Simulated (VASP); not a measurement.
Write the native input for VASP 6.6.1 that does the following.

| Property | Result |
| --- | --- |
| Task | single point |
| Functional | PBE-based screened hybrid with 25 % exact exchange |
| Potentials or basis | VASP PAW PBE potentials, release 64 (Mg, S) |
| Cutoff | 520 eV |
| k mesh | 5 × 5 × 4 |
| Occupations | fermi-dirac, width 0.05 eV |
| Spin | no spin polarisation |
| Dipole correction | no |
| Grid for exact exchange (PRECFOCK) | Normal |
| Share of exact exchange | 0.25 |
| Further INCAR settings | ALGO = Normal; EDIFF = 1e-06; NBANDS = 11 |
| Screening parameter | 0.1 1/Å |

Crystal: MgS.

```xyz
2
Lattice="0.0668 2.5185 2.7069 3.0522 0.1937 2.5800 3.3923 2.7317 -0.1465" Properties=species:S:1:pos:R:3 pbc="T T T"
Mg    0.1008    2.5250    2.7080
S     4.8494    4.0763    3.8542
```

The input as run:

POSCAR

```
MgS
1.0
    0.0667560700      2.5184650300      2.7068920500
    3.0521833800      0.1936562600      2.5799918600
    3.3922924900      2.7316739500     -0.1464528500
Mg S
1 1
Direct
    0.9960441600      0.0048933100      0.0057007100
    0.7539558400      0.7451066900      0.7442992900
```

INCAR.step1

```
SYSTEM = MgS
  PREC = Accurate
  ENCUT = 520
  EDIFF = 1E-5
  ISMEAR = -1
  SIGMA = 0.05
  LREAL = .False.
  LASPH = .True.
  NELM = 100
  ALGO = Normal
  ISIF = 2
  LWAVE = .True.
  NBANDS = 11
  GGA = PE
```

INCAR.step2

```
SYSTEM = MgS
  PREC = Accurate
  ENCUT = 520
  EDIFF = 1E-6
  ISMEAR = -1
  SIGMA = 0.05
  LREAL = .False.
  LASPH = .True.
  NELM = 100
  ALGO = Normal
  ISIF = 2
  LWAVE = .False.
  LCHARG = .True.
  GGA = PE
  LHFCALC = .True.
  AEXX = 0.25
  HFSCREEN = 0.1
  PRECFOCK = Normal
  LELF = .True.
  LVHAR = .True.
  NBANDS = 11
  ISTART = 1
```

KPOINTS

```
Automatic mesh
0
Gamma
  5 5 4
  0 0 0
```

Potentials or basis: VASP PAW PBE potentials, release 64 (Mg, S).

Command:

```bash
$ cat potpaw_PBE.64/Mg/POTCAR potpaw_PBE.64/S/POTCAR > POTCAR
$ cp INCAR.step1 INCAR
$ mpirun -np 1 vasp_std > vasp.out
$ cp INCAR.step2 INCAR
$ mpirun -np 1 vasp_std > vasp.out
```

Results of the run:

* Pressure: 3.4 GPa
* Largest force: 1.765 eV/Å
* Band gap on the k mesh: 4.08 eV (least direct gap 4.17 eV)

Caveat: the k points lie up to 0.42 Å⁻¹ apart; the PAW data sets were made with another functional, which shifts forces and pressure a little.

Run time: 27 min on 1 thread of AMD EPYC 7R43 64-Core Processor (Zen 3) (shared host), peak memory 0.27 GiB.
